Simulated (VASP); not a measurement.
Set up this calculation in VASP 6.6.1, as the native input.

```
Task                   : single point
Functional             : PBEsol
Potentials or basis    : VASP PAW PBE potentials, release 64 (V_sv, H)
Cutoff                 : 520 eV
k mesh                 : 12 × 12 × 8
Occupations            : gaussian, width 0.1 eV
Spin                   : no spin polarisation
Dipole correction      : no
Further INCAR settings : ALGO = Normal; EDIFF = 1e-06; NBANDS = 24
```

The structure of VH2 lies in POSCAR:

```
VH2
1.0
    2.0820882371      2.0820882371      0.0000000000
   -2.0820882371      2.0820882371      0.0000000000
    0.1766710454      0.1766710454      4.1641764741
V H
2 4
Direct
    0.0000000000      0.0000000000      0.0000000000
    0.5000000000      0.5000000000      0.5000000000
   -0.0138516671      0.5000000000      0.7505840856
    0.5138516671      0.0000000000      0.7494159144
    0.4861483329      0.0000000000      0.2505840856
    0.0138516671      0.5000000000      0.2494159144
```

This cell differs from its parent crystal: shear of c along a, cell held: +6.0 %, then relaxed in part.

One way to write it, as run:

INCAR

```
PREC = Accurate
ENCUT = 520
EDIFF = 1E-6
ISMEAR = 0
SIGMA = 0.1
LREAL = F
LASPH = T
NELM = 100
ALGO = Normal
ISIF = 2
LWAVE = F
LCHARG = F
GGA = PS
NBANDS = 24
```

KPOINTS

```
Automatic mesh
0
Gamma
  12 12 8
```

Potentials or basis: VASP PAW PBE potentials, release 64 (V_sv, H).

Command:

```console
$ cat potpaw_PBE.64/V_sv/POTCAR potpaw_PBE.64/H/POTCAR > POTCAR
$ mpirun -np 1 vasp_std > vasp.out
```

It gave:

```yaml
Pressure: 0.2 GPa
Band_gap_on_the_k_mesh: zero (bands 15 and 16 overlap by 2.55 eV)
```

Caveat: the cell differs from its parent crystal (shear of c along a, cell held: +6.0 %, then relaxed in part); the PAW data sets were made with another functional, which shifts forces and pressure a little.

It took 3.5 min on 1 thread of Intel(R) Xeon(R) Platinum 8175M CPU @ 2.50GHz (Skylake/Cascade Lake), with other jobs on the host, peak memory 0.34 GiB.
